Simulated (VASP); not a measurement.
SiO2:

```
Si O
1.0
     4.20500    0.00000    0.00000
     0.00000    4.20500    0.00000
     0.00000    0.00000    2.34200
Si O
2 4
Direct
  0.50000 0.50000 0.50000
  0.00000 0.00000 0.00000
  0.69443 0.69443 0.00000
  0.19443 0.80557 0.50000
  0.30557 0.30557 0.00000
  0.80557 0.19443 0.50000
```

Base run:

- Program: VASP 6.6.1
- Functional: LDA
- Potentials or basis: VASP PAW LDA potentials, release 64 (Si, O)
- Cutoff: 520 eV
- k mesh: 6 × 6 × 8
- Occupations: gaussian, width 0.05 eV
- Spin: no spin polarisation

Its results: band gap on the k mesh 7.68 eV, direct; pressure 58.5 GPa; largest force 0.635 eV/Å.

**Question.** The run is repeated on the same cell with these changes: potentials or basis from VASP PAW LDA potentials, release 64 (Si, O) to VASP PAW LDA potentials, release 64 (Si, O_h); cutoff from 520 eV to 910 eV; further incar settings from ALGO = Normal; EDIFF = 1e-07; NBANDS = 25 to ALGO = Normal; EDIFF = 1e-06; NBANDS = 25. What comes out?

**Answer.** Band gap on the k mesh 7.71 eV, direct; pressure 57.4 GPa; largest force 0.569 eV/Å.

Caveats: the cutoff is under 1.25 times the usual one of these potentials, so pressure, stress and relaxed cells hold a basis-set (Pulay) error (some runs).

A k mesh can miss the band edges.
